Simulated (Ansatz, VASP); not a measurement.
## Two plane-wave programs on Al2H

```
Al H
1.0
     4.73382   -2.13577    0.00000
     4.73382    2.13577    0.00000
     0.00000    0.00000    3.98231
Al H
4 2
Cartesian
  6.1459 -0.9451 2.9867
  3.3218 -0.9451 2.9867
  6.1459 0.9451 0.9956
  3.3218 0.9451 0.9956
  4.7338 2.0171 0.9956
  4.7338 -2.0171 2.9867
```

Alike in both runs: task relaxation of cell and atoms; functional PBE; k mesh 10 × 10 × 10; occupations gaussian, width 0.1 eV; no spin polarisation.

|  | VASP | Ansatz |
| --- | --- | --- |
| version | VASP 6.6.1 | Ansatz 0.2.0 |
| potentials or method | VASP PAW PBE potentials, release 64 (Al, H), cutoff 600 eV | scalar-relativistic, plane waves, PAW |
| valence electrons in the cell | 14 | 14 |

```tsv
	VASP	Ansatz	Ansatz less VASP
gap on the k mesh at the Fermi level, each at its own relaxed structure (eV)	none	none	-
relaxed volume (Å³/atom)	13.57	13.58	+0.008
relaxed cell length with the largest relative difference (Å)	4.088	4.090	+0.0019
```

A gap of «none» marks a metal or a gap that the smearing closes.
